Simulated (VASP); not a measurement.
# HfPb3I3 (Pm-3m) in VASP: single point with PBE

Aim: the single point of HfPb3I3 with PBE.

Program: VASP 6.6.1. These are calculated values, not measurements. Logs are shortened: lines on timing, memory, paths and dates and some standing lists are left out, and cuts for length are marked.

### 1 The cell of the first run

The structure is cubic, space group Pm-3m (No. 221). Conventional cell: a = 6.393 Å, b = 6.393 Å, c = 6.393 Å, α = 90.00°, β = 90.00°, γ = 90.00°. Within 4.2 Å of Hf (site symmetry m-3m) lie 6 I at 3.20 Å. Within 4.2 Å of Pb (site symmetry 4/mmm) lie 4 I at 3.20 Å. Within 4.2 Å of I (site symmetry 4/mmm) lie 2 Hf at 3.20 Å and 4 Pb at 3.20 Å.

The cell was built from a structure type or drawn by symmetry, and may not be a known phase.

### 2 Single point, PBE

Contents of INCAR:

```
  PREC = Accurate
  ENCUT = 520
  EDIFF = 1E-6
  ISMEAR = 0
  SIGMA = 0.1
  LREAL = False
  LASPH = True
  NELM = 80
  ALGO = Normal
  ISIF = 2
  LWAVE = False
  LCHARG = False
  GGA = PE
  NBANDS = 46
```

Contents of KPOINTS:

```
regular mesh
0
Gamma
  4 4 4
```

Contents of POSCAR:

```
HfPb3I3
1.0
    6.3927286300      0.0000000000      0.0000000000
    0.0000000000      6.3927286300      0.0000000000
    0.0000000000      0.0000000000      6.3927286300
Hf Pb I
1 3 3
Direct
    0.0000000000      0.0000000000      0.0000000000
    0.0000000000      0.5000000000      0.5000000000
    0.5000000000      0.0000000000      0.5000000000
    0.5000000000      0.5000000000      0.0000000000
    0.5000000000      0.0000000000      0.0000000000
    0.0000000000      0.5000000000      0.0000000000
    0.0000000000      0.0000000000      0.5000000000
```

Potentials or basis: VASP PAW PBE potentials, release 64 (Hf_pv, Pb_d, I).

Run with:

```sh
$ cat potpaw_PBE.64/Hf_pv/POTCAR potpaw_PBE.64/Pb_d/POTCAR potpaw_PBE.64/I/POTCAR > POTCAR
$ mpirun -np 1 vasp_std > vasp.out
```

OUTCAR:

```text
PREC = Accurate
   ENCUT = 520
   EDIFF = 1E-6
   ISMEAR = 0
   LREAL = False
   LASPH = True
   NELM = 80
   ISIF = 2
   GGA = PE

 ion  position               nearest neighbor table
   1  0.000  0.000  0.000-   5 3.20   6 3.20   7 3.20   7 3.20   6 3.20   5 3.20
   2  0.000  0.500  0.500-   6 3.20   7 3.20   6 3.20   7 3.20
   3  0.500  0.000  0.500-   5 3.20   7 3.20   5 3.20   7 3.20
   4  0.500  0.500  0.000-   5 3.20   6 3.20   5 3.20   6 3.20
   5  0.500  0.000  0.000-   1 3.20   3 3.20   4 3.20   3 3.20   4 3.20   1 3.20
   6  0.000  0.500  0.000-   1 3.20   2 3.20   4 3.20   2 3.20   1 3.20   4 3.20
   7  0.000  0.000  0.500-   1 3.20   2 3.20   3 3.20   1 3.20   2 3.20   3 3.20

  LATTYP: Found a simple cubic cell.
 ALAT       =     6.3927286300

  Lattice vectors:

 A1 = (   6.3927286300,   0.0000000000,   0.0000000000)
 A2 = (   0.0000000000,   6.3927286300,   0.0000000000)
 A3 = (   0.0000000000,   0.0000000000,   6.3927286300)

Analysis of symmetry for initial positions (statically):
=====================================================================
 Subroutine PRICEL returns:
 Original cell was already a primitive cell.

 Routine SETGRP: Setting up the symmetry group for a
 simple cubic supercell.

 Subroutine GETGRP returns: Found 48 space group operations
 (whereof 48 operations were pure point group operations)
 out of a pool of 48 trial point group operations.

The static configuration has the point symmetry O_h .

Analysis of symmetry for dynamics (positions and initial velocities):
=====================================================================
 Subroutine PRICEL returns:
 Original cell was already a primitive cell.

 Routine SETGRP: Setting up the symmetry group for a
 simple cubic supercell.

 Subroutine GETGRP returns: Found 48 space group operations
 (whereof 48 operations were pure point group operations)
 out of a pool of 48 trial point group operations.

The dynamic configuration has the point symmetry O_h .

 Subroutine INISYM returns: Found 48 space group operations
 (whereof 48 operations are pure point group operations),
 and found     1 'primitive' translations

----------------------------------------------------------------------------------------

                                     Primitive cell

  volume of cell :     261.2515

  direct lattice vectors                    reciprocal lattice vectors
     6.392728630  0.000000000  0.000000000     0.156427726  0.000000000  0.000000000
     0.000000000  6.392728630  0.000000000     0.000000000  0.156427726  0.000000000
     0.000000000  0.000000000  6.392728630     0.000000000  0.000000000  0.156427726

  length of vectors
     6.392728630  6.392728630  6.392728630     0.156427726  0.156427726  0.156427726

  position of ions in fractional coordinates (direct lattice)
     0.000000000  0.000000000  0.000000000
     0.000000000  0.500000000  0.500000000
     0.500000000  0.000000000  0.500000000
     0.500000000  0.500000000  0.000000000
     0.500000000  0.000000000  0.000000000
     0.000000000  0.500000000  0.000000000
     0.000000000  0.000000000  0.500000000

  ion indices of the primitive-cell ions
   primitive index   ion index
                 1           1
                 2           2
                 3           3
                 4           4
                 5           5
                 6           6
                 7           7

----------------------------------------------------------------------------------------

 KPOINTS: regular mesh

Automatic generation of k-mesh.
 Grid dimensions read from file:
 generate k-points for:    4    4    4

 Generating k-lattice:

  Cartesian coordinates                     Fractional coordinates (reciprocal lattice)
     0.039106931  0.000000000  0.000000000     0.250000000  0.000000000  0.000000000
     0.000000000  0.039106931  0.000000000     0.000000000  0.250000000  0.000000000
     0.000000000  0.000000000  0.039106931     0.000000000  0.000000000  0.250000000

  Length of vectors
     0.039106931  0.039106931  0.039106931

  Shift w.r.t. Gamma in fractional coordinates (k-lattice)
     0.000000000  0.000000000  0.000000000

 Subroutine IBZKPT returns following result:
 ===========================================

 Found     10 irreducible k-points:

 Following reciprocal coordinates:
            Coordinates               Weight
  0.000000  0.000000  0.000000      1.000000
  0.250000  0.000000  0.000000      6.000000
  0.500000  0.000000  0.000000      3.000000
  0.250000  0.250000  0.000000     12.000000
  0.500000  0.250000  0.000000     12.000000
  0.500000  0.500000  0.000000      3.000000
  0.250000  0.250000  0.250000      8.000000
  0.500000  0.250000  0.250000     12.000000
  0.500000  0.500000  0.250000      6.000000
  0.500000  0.500000  0.500000      1.000000
   k-points           NKPTS =     10   k-points in BZ     NKDIM =     10   number of bands    NBANDS=     46
   number of dos      NEDOS =    301   number of ions     NIONS =      7
   total plane-waves  NPLWV = 110592
   dimension x,y,z NGX =    48 NGY =   48 NGZ =   48
   dimension x,y,z NGXF=    96 NGYF=   96 NGZF=   96
   ions per type =               1   3   3
   NGX,Y,Z   is equivalent  to a cutoff of  12.48, 12.48, 12.48 a.u.
   NGXF,Y,Z  is equivalent  to a cutoff of  24.97, 24.97, 24.97 a.u.
 SYSTEM =  unknown system
   PREC   = accura    normal or accurate (medium, high low for compatibility)
   ISTART =      0    job   : 0-new  1-cont  2-samecut
   ICHARG =      2    charge: 1-file 2-atom 10-const
   ISPIN  =      1    spin polarized calculation?
   LNONCOLLINEAR =      F non collinear calculations
   LSORBIT =      F    spin-orbit coupling
   LASPH  =      T    aspherical Exc in radial PAW
   ENCUT  =  520.0 eV  38.22 Ry    6.18 a.u.  11.89 11.89 11.89*2*pi/ulx,y,z
   NELM   =     80;   NELMIN=  2; NELMDL= -5     # of ELM steps
   EDIFF  = 0.1E-05   stopping-criterion for ELM
   LREAL  =      F    real-space projection
   EDIFFG = 0.1E-04   stopping-criterion for IOM
   NSW    =      0    number of steps for IOM
   IBRION =     -1    ionic relax: 0-MD 1-quasi-New 2-CG
   NFREE  =      0    steps in history (QN), initial steepest desc. (CG)
   ISIF   =      2    stress and relaxation
   ISYM   =      2    0-nonsym 1-usesym 2-fastsym
   POTIM  = 0.5000    time-step for ionic-motion
   TEBEG  =    0.0;   TEEND  =   0.0 temperature during run
   PSTRESS=    0.0 pullay stress
   NELECT =      73.0000    total number of electrons
   NUPDOWN=      -1.0000    fix difference up-down
   EMIN   =  10.00;   EMAX   =-10.00  energy-range for DOS
   EFERMI =   0.00;   METHOD = LEGACY
   ISMEAR =     0;   SIGMA  =   0.10  broadening in eV -4-tet -1-fermi 0-gaus
   EFERMI_NEDOS =   21; number of points for ismear=-14 and -15
   IALGO  =     38    algorithm
   IMIX   =      4    mixing-type and parameters
     AMIX     =   0.40;   BMIX     =  1.00
     AMIX_MAG =   1.60;   BMIX_MAG =  1.00
  volume/ion in A,a.u.               =      37.32       251.86
  Fermi-wavevector in a.u.,A,eV,Ry     =   1.070277  2.022530 15.585376  1.145493
  Thomas-Fermi vector in A             =   2.205982
   LORBIT       =      0    0 simple, 1 ext, 2 COOP (PROOUT), +10 PAW based schemes
   GGA     = PE    functional components
   LHFCALC =     F    Hartree Fock is set to
   AEXX    =    0.0000 exact exchange contribution
   IVDW    =     0    specifies the selected vdW correction
   LEPSILON=     F    determine dielectric tensor
   LRPA    =     F    only Hartree local field effects (RPA)
 non-spin polarized calculation
 Gauss-broadening in eV      SIGMA  =   0.10
  energy-cutoff  :      520.00
  volume of cell :      261.25
 maximum number of plane-waves:      7088
 NGX is ok and might be reduce to    48
   NGX = 23   NGY = 23   NGZ = 23

 number of electron      73.0000023 magnetization

 Free energy of the ion-electron system (eV)
  ---------------------------------------------------
  ext. energy  EPLUGINS =         0.00000000
  ---------------------------------------------------
  free energy    TOTEN  =       -21.11407272 eV

  energy without entropy =      -21.05191178  energy(sigma->0) =      -21.08299225

 E-fermi :   5.5052     XC(G=0):  -8.8823

 val. band max:        5.5033843421   @ k =   0.2500   0.2500   0.2500
 cond. band min:       5.5443554044   @ k =   0.2500   0.2500   0.0000
 fundamental gap:      0.0409710623
 Fermi energy:         5.5051769584

 k-point     1 :       0.0000    0.0000    0.0000
  band No.  band energies     occupation
      1     -26.9190      2.00000
      2     -26.9190      2.00000
      3     -26.9190      2.00000
      4     -12.2514      2.00000
      5     -12.2514      2.00000
      6     -12.1506      2.00000
[... 38 lines left out ...]
     45       8.9594      0.00000
     46       9.1623      0.00000

 k-point     2 :       0.2500    0.0000    0.0000
  band No.  band energies     occupation
      1     -26.9190      2.00000
      2     -26.9190      2.00000
      3     -26.9190      2.00000
      4     -12.2429      2.00000
      5     -12.2352      2.00000
      6     -12.1562      2.00000
[... 38 lines left out ...]
     45       8.8555      0.00000
     46       8.8838      0.00000

 k-point     3 :       0.5000    0.0000    0.0000
  band No.  band energies     occupation
      1     -26.9191      2.00000
      2     -26.9190      2.00000
      3     -26.9190      2.00000
      4     -12.2349      2.00000
      5     -12.2157      2.00000
      6     -12.1652      2.00000
[... 332 lines left out ...]
     45       6.9248      0.00000
     46       7.1741      0.00000

 k-point    10 :       0.5000    0.5000    0.5000
  band No.  band energies     occupation
      1     -26.9191      2.00000
      2     -26.9191      2.00000
      3     -26.9191      2.00000
      4     -12.1808      2.00000
      5     -12.1808      2.00000
      6     -12.1808      2.00000
[... 38 lines left out ...]
     45       6.9515      0.00000
     46       8.1915      0.00000

------------------------ aborting loop because EDIFF is reached ----------------------------------------

  FORCE on cell =-STRESS in cart. coord.  units (eV):
  Direction    XX          YY          ZZ          XY          YZ          ZX
  --------------------------------------------------------------------------------------
  -------------------------------------------------------------------------------------
  Total        1.2898122      1.2898122      1.2898122     -0.0000000      0.0000000     -0.0000000
  in kB        7.9100325      7.9100325      7.9100325     -0.0000000      0.0000000     -0.0000000
  external PRESSURE =       7.9100325 kB  Pullay stress =       0.0000000 kB

 VOLUME and BASIS-vectors are now :
 -----------------------------------------------------------------------------
  energy-cutoff  :      520.00
  volume of cell :      261.25
      direct lattice vectors                 reciprocal lattice vectors
     6.392728630  0.000000000  0.000000000     0.156427726  0.000000000  0.000000000
     0.000000000  6.392728630  0.000000000     0.000000000  0.156427726  0.000000000
     0.000000000  0.000000000  6.392728630     0.000000000  0.000000000  0.156427726

 POSITION                                       TOTAL-FORCE (eV/Angst)
 -----------------------------------------------------------------------------------
      0.00000      0.00000      0.00000         0.000000      0.000000      0.000000
      0.00000      3.19636      3.19636         0.000000      0.000000      0.000000
      3.19636      0.00000      3.19636         0.000000      0.000000      0.000000
      3.19636      3.19636      0.00000         0.000000      0.000000      0.000000
      3.19636      0.00000      0.00000         0.000000      0.000000      0.000000
      0.00000      3.19636      0.00000         0.000000      0.000000      0.000000
      0.00000      0.00000      3.19636         0.000000      0.000000      0.000000
 -----------------------------------------------------------------------------------
    total drift:                                0.000000      0.000000     -0.000000

  FREE ENERGIE OF THE ION-ELECTRON SYSTEM (eV)
  ---------------------------------------------------
  free  energy   TOTEN  =       -21.1140727178 eV

  energy  without entropy=      -21.0519117846  energy(sigma->0) =      -21.08299225
```

Wall time 2.8 min (1 thread of AMD EPYC 7R43 (Zen 3), shared host); peak memory 0.36 GiB.

What came out:

* Free energy: -21.1141 eV
* Pressure: 0.8 GPa
* Band gap on the k mesh: zero (an odd number of electrons rules out a gap without spin polarisation)

Levels at points of the mesh, in eV from the Fermi level:
```
           k point  band 33  band 34  band 35  band 36  band 37  band 38  band 39  band 40  band 41  band 42
(0.00, 0.00, 0.00)    -4.34    -1.37    -0.47    -0.47    -0.47     0.43     0.43     0.51     0.51     0.51
(0.50, 0.00, 0.00)    -3.21    -0.64    -0.43    -0.05    -0.05     0.05     0.09     0.29     0.40     0.40
(0.50, 0.50, 0.00)    -3.13    -1.33    -0.55    -0.24    -0.24    -0.18     0.25     0.37     0.37     0.40
(0.50, 0.50, 0.50)    -3.05    -2.50    -0.47    -0.47    -0.47     0.05     0.05     0.05     1.01     1.01
```

Caveat: spin-orbit coupling is left out, which moves the levels of the heavy elements; an odd number of electrons without spin polarisation forces a metal; a magnetic or distorted state may lie lower.
